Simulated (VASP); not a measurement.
A run of VASP 6.6.1 is set up as follows.

INCAR

```
  PREC = Accurate
  ENCUT = 520
  EDIFF = 1E-6
  ISMEAR = 0
  SIGMA = 0.05
  LREAL = False
  LASPH = True
  NELM = 60
  ALGO = Normal
  ISIF = 2
  LWAVE = False
  LCHARG = False
  GGA = PE
  NBANDS = 56
```

The input KPOINTS:

```
Automatic mesh
0
Gamma
  6 6 3
```

The input POSCAR:

```
HfO2
1.0
   -2.5575000000     -2.5575000000      0.0000000000
    2.5575000000     -2.5575000000      0.0000000000
    0.0000000000      0.0000000000     10.0800000000
Hf O
4 8
Direct
    0.0000000000      0.0000000000      0.9514508929
    0.5000000000      0.5000000000      0.1902901786
    0.0000000000      0.0000000000      0.4440104167
    0.5000000000      0.5000000000      0.6977306548
    0.5000000000      0.0000000000      0.0634300595
    0.0000000000      0.5000000000      0.3171502976
    0.5000000000      0.0000000000      0.5708705357
    0.0000000000      0.5000000000      0.8245907738
    0.5000000000      0.0000000000      0.3171502976
    0.0000000000      0.5000000000      0.5708705357
    0.5000000000      0.0000000000      0.8245907738
    0.0000000000      0.5000000000      0.0634300595
```

Potentials or basis: VASP PAW PBE potentials, release 64 (Hf_pv, O).

Launch:

```console
$ cat potpaw_PBE.64/Hf_pv/POTCAR potpaw_PBE.64/O/POTCAR > POTCAR
$ mpirun -np 1 vasp_std > vasp.out
```

Question: Predict the largest force.

Answer: 2.450 eV/Å.

Question: Predict the pressure.

Answer: -2.1 GPa.

Question: Predict the band gap on the k mesh.

Answer: 3.29 eV.

Stress tensor (GPa, compression positive):
```
-4.24  0.00  0.00
 0.00 -4.24  0.00
 0.00  0.00  2.30
```

Caveat: the cell differs from its parent crystal (the distance across one plane changed); the stress differs along the axes, from -4 to 2 GPa; spin-orbit coupling is left out, which moves the levels of the heavy elements; forces of over 1 eV/Å act on the atoms, so gaps and moduli don't describe the material at rest. A k mesh can miss the band edges.
